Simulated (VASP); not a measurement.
A run of VASP 6.6.1:

File POSCAR:

```
Sr2C
1.0
    0.0000000000      3.2153203055      3.2153203055
    3.2153203055      0.0000000000      3.2153203055
    3.2153203055      3.2153203055      0.0000000000
C Sr
1 2
Direct
    0.0000000000      0.0000000000      0.0000000000
    0.2500000000      0.2500000000      0.2500000000
    0.7500000000      0.7500000000      0.7500000000
```

File INCAR.step1:

```
  ALGO = Normal
  EDIFF = 1E-5
  ENCUT = 520
  GGA = PE
  ISIF = 2
  ISMEAR = -1
  LASPH = True
  LCHARG = False
  LREAL = False
  LWAVE = True
  NBANDS = 19
  NELM = 60
  PREC = Accurate
  SIGMA = 0.02
```

The input INCAR.step2:

```
  ALGO = Normal
  EDIFF = 1E-7
  ENCUT = 520
  GGA = PE
  HFSCREEN = 0.2079
  ISIF = 2
  ISMEAR = -1
  ISTART = 1
  LASPH = True
  LCHARG = False
  LHFCALC = True
  LREAL = False
  LWAVE = False
  NBANDS = 19
  NELM = 60
  PREC = Accurate
  PRECFOCK = Normal
  SIGMA = 0.02
```

File KPOINTS:

```
k-points
0
Gamma
  4 4 4
```

Potentials or basis: VASP PAW PBE potentials, release 64 (C, Sr_sv).

Command:

```console
$ cat potpaw_PBE.64/C/POTCAR potpaw_PBE.64/Sr_sv/POTCAR > POTCAR
$ cp INCAR.step1 INCAR
$ mpirun -np 1 vasp_std > vasp.out
$ cp INCAR.step2 INCAR
$ mpirun -np 1 vasp_std > vasp.out
```

Hardware: 1 thread of Intel(R) Xeon(R) Platinum 8375C CPU @ 2.90GHz (Ice Lake), with other jobs on the host.

Question: Estimate the wall time of this run.

Answer: It took 28 min on 1 thread of Intel(R) Xeon(R) Platinum 8375C CPU @ 2.90GHz (Ice Lake) (shared host), peak memory 0.32 GiB. Counts: k points 8.
